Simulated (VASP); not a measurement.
# Ir (Fm-3m) in VASP: a series of runs, part 2 of 2

VASP 6.6.1. The steps go on from the part before.

### 5 Single point, PBE

This run uses another cell than the first one, of 13.71 Å³/atom, 1.083 times its volume.

Input file INCAR:

```
PREC = Accurate ; ENCUT = 520
EDIFF = 1E-7 ; ISMEAR = 0
SIGMA = 0.15 ; LREAL = F
LASPH = T ; NELM = 80
ALGO = Normal ; ISIF = 2
LWAVE = F ; LCHARG = T
GGA = PE ; LELF = T
LVHAR = T ; NBANDS = 10
```

Input file KPOINTS:

```
regular mesh
0
Gamma
  13 13 13
```

Input file POSCAR:

```
Ir
1.0
    0.0000000000      1.8995017599      1.8995017599
    1.8995017599      0.0000000000      1.8995017599
    1.8995017599      1.8995017599      0.0000000000
Ir
1
Direct
    0.0000000000      0.0000000000      0.0000000000
```

Potentials or basis: VASP PAW PBE potentials, release 64 (Ir).

On the command line:

```console
$ cat potpaw_PBE.64/Ir/POTCAR > POTCAR
$ mpirun -np 1 vasp_std > vasp.out
```

OUTCAR:

```text
PREC = Accurate
   ENCUT = 520
   EDIFF = 1E-7
   ISMEAR = 0
   LREAL = F
   LASPH = T
   NELM = 80
   ISIF = 2
   GGA = PE

 ion  position               nearest neighbor table
   1  0.000  0.000  0.000-

  LATTYP: Found a face centered cubic cell.
 ALAT       =     3.7990035198

  Lattice vectors:

 A1 = (   0.0000000000,   1.8995017599,   1.8995017599)
 A2 = (   1.8995017599,   0.0000000000,   1.8995017599)
 A3 = (   1.8995017599,   1.8995017599,   0.0000000000)

Analysis of symmetry for initial positions (statically):
=====================================================================
 Subroutine PRICEL returns:
 Original cell was already a primitive cell.

 Routine SETGRP: Setting up the symmetry group for a
 face centered cubic supercell.

 Subroutine GETGRP returns: Found 48 space group operations
 (whereof 48 operations were pure point group operations)
 out of a pool of 48 trial point group operations.

The static configuration has the point symmetry O_h .

Analysis of symmetry for dynamics (positions and initial velocities):
=====================================================================
 Subroutine PRICEL returns:
 Original cell was already a primitive cell.

 Routine SETGRP: Setting up the symmetry group for a
 face centered cubic supercell.

 Subroutine GETGRP returns: Found 48 space group operations
 (whereof 48 operations were pure point group operations)
 out of a pool of 48 trial point group operations.

The dynamic configuration has the point symmetry O_h .

 Subroutine INISYM returns: Found 48 space group operations
 (whereof 48 operations are pure point group operations),
 and found     1 'primitive' translations

----------------------------------------------------------------------------------------

                                     Primitive cell

  volume of cell :      13.7072

  direct lattice vectors                    reciprocal lattice vectors
[... 103 lines left out ...]
   IMIX   =      4    mixing-type and parameters
     AMIX     =   0.40;   BMIX     =  1.00
     AMIX_MAG =   1.60;   BMIX_MAG =  1.00
  volume/ion in A,a.u.               =      13.71        92.50
  Fermi-wavevector in a.u.,A,eV,Ry     =   1.422894  2.688880 27.546738  2.024628
  Thomas-Fermi vector in A             =   2.543550
   LORBIT       =      0    0 simple, 1 ext, 2 COOP (PROOUT), +10 PAW based schemes
   GGA     = PE    functional components
   LHFCALC =     F    Hartree Fock is set to
   AEXX    =    0.0000 exact exchange contribution
   IVDW    =     0    specifies the selected vdW correction
   LEPSILON=     F    determine dielectric tensor
   LRPA    =     F    only Hartree local field effects (RPA)
 non-spin polarized calculation
 Gauss-broadening in eV      SIGMA  =   0.15
  energy-cutoff  :      520.00
  volume of cell :       13.71
 maximum number of plane-waves:       380
   NGX =  9   NGY =  9   NGZ =  9

 number of electron       9.0000001 magnetization

 Free energy of the ion-electron system (eV)
  ---------------------------------------------------
  ext. energy  EPLUGINS =         0.00000000
  ---------------------------------------------------
  free energy    TOTEN  =        -8.79174357 eV

  energy without entropy =       -8.77869985  energy(sigma->0) =       -8.78522171

 E-fermi :  10.9867     XC(G=0): -14.1760

 val. band max:       10.9441561569   @ k =  -0.4615   0.4615   0.0000
 cond. band min:      11.0157862645   @ k =   0.3077   0.2308   0.0000
 fundamental gap:      0.0716301077
 Fermi energy:        10.9867085048

 k-point     1 :       0.0000    0.0000    0.0000
  band No.  band energies     occupation
      1      -0.4999      2.00000
      2       6.8898      2.00000
      3       6.8898      2.00000
      4       6.8898      2.00000
      5       9.7208      2.00000
      6       9.7208      2.00000
      7      25.2173      0.00000
      8      30.9995      0.00000
      9      30.9995      0.00000
     10      30.9995      0.00000
[... 287 lines left out ...]
 k-point    24 :       0.4615    0.1538    0.0000
  band No.  band energies     occupation
      1       3.3123      2.00000
      2       6.1076      2.00000
      3       7.2216      2.00000
      4       7.7176      2.00000
      5      12.0047      0.00000
      6      13.2080      0.00000
      7      19.9163      0.00000
      8      26.6439      0.00000
      9      29.7435      0.00000
     10      31.0598      0.00000

 [... further k-points ...]
[... 5 lines left out ...]
  --------------------------------------------------------------------------------------
  -------------------------------------------------------------------------------------
  Total        2.0220767      2.0220767      2.0220767      0.0000000      0.0000000      0.0000000
  in kB      236.3519055    236.3519055    236.3519055      0.0000000      0.0000000      0.0000000
  external PRESSURE =     236.3519055 kB  Pullay stress =       0.0000000 kB

 VOLUME and BASIS-vectors are now :
 -----------------------------------------------------------------------------
  energy-cutoff  :      520.00
  volume of cell :       13.71
      direct lattice vectors                 reciprocal lattice vectors
     0.000000000  1.899501760  1.899501760    -0.263226921  0.263226921  0.263226921
     1.899501760  0.000000000  1.899501760     0.263226921 -0.263226921  0.263226921
     1.899501760  1.899501760  0.000000000     0.263226921  0.263226921 -0.263226921

 POSITION                                       TOTAL-FORCE (eV/Angst)
 -----------------------------------------------------------------------------------
      0.00000      0.00000      0.00000         0.000000      0.000000      0.000000
 -----------------------------------------------------------------------------------
    total drift:                               -0.000000     -0.000000     -0.000000

  FREE ENERGIE OF THE ION-ELECTRON SYSTEM (eV)
  ---------------------------------------------------
  free  energy   TOTEN  =        -8.7917435660 eV

  energy  without entropy=       -8.7786998507  energy(sigma->0) =       -8.78522171
```

It took 6.6 s on 1 thread of AMD EPYC 9R45 (Zen 5), shared host; peak memory 0.1 GiB.

Results:

* Free energy: -8.7917 eV
* Pressure: 23.6 GPa

Levels at points of the mesh, in eV from the Fermi level:
```
           k point  band 1  band 2  band 3  band 4  band 5  band 6  band 7  band 8  band 9
(0.00, 0.00, 0.00)  -11.49   -4.10   -4.10   -4.10   -1.27   -1.27   14.23   20.01   20.01
```

Caveat: spin-orbit coupling is left out, which moves the levels of the heavy elements.

### 6 The runs side by side

| cell | gap on the mesh (eV) | pressure (GPa) |
| --- | --- | --- |
| a = 2.616 Å, angles 60.0°, 1 atom | none | 68.6 |
| a = 2.640 Å, angles 60.0°, 1 atom | none | 51.4 |
| a = 2.663 Å, angles 60.0°, 1 atom | none | 36.5 |
| a = 2.686 Å, angles 60.0°, 1 atom | none | 23.6 |

Alike in all rows: task single point; level PBE; potentials or basis VASP PAW PBE potentials, release 64 (Ir); no spin polarisation; k mesh 13 × 13 × 13; cutoff (eV) 520; smearing gaussian 0.15 eV.

Caveats: spin-orbit coupling is left out, which moves the levels of the heavy elements.

Total energies depend on the potentials used, so only differences within one code and one set of settings carry meaning.
